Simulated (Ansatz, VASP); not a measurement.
NaP2 in VASP and in Ansatz

```xyz
3
Lattice="4.7663 -1.6571 0.0204 4.7663 1.6571 0.0204 -0.4679 0.0000 3.9864" Properties=species:S:1:pos:R:3 pbc="T T T"
Na   -0.2339    0.0000    1.9932
P     6.6937    0.0000    0.5706
P     2.3711    0.0000    3.4565
```

Change from the starting cell: the structure that the rattled cell fell into.

Alike in both runs: functional PBE; k mesh 6 × 6 × 4; occupations gaussian, width 0.1 eV; no spin polarisation.

Ansatz relaxed the structure, and its values are those at the end. VASP's run is a single point on that final structure, the one shown.

|  | VASP | Ansatz |
| --- | --- | --- |
| version | VASP 6.6.1 | Ansatz 0.2.0 |
| potentials or method | VASP PAW PBE potentials, release 64 (Na_pv, P), cutoff 520 eV | scalar-relativistic, plane waves, PAW |
| valence electrons in the cell | 17 | 19 |

```csv
,VASP,Ansatz,Ansatz less VASP
gap on the k mesh at the Fermi level (eV),none,none,-
pressure (GPa),-0.4,-0.2,+0.17
rms of the force components (eV/Å),0.020,0.016,-0.0042
```

A gap of «none» marks a metal or a gap that the smearing closes. The functional is the same, so the differences come from potentials, cutoffs and numerics. VASP's potentials hold 17 valence electrons a cell and Ansatz's 19, so a difference there can come from the potentials and not from the codes.

The k mesh is coarse, so the values compare programs but aren't converged.
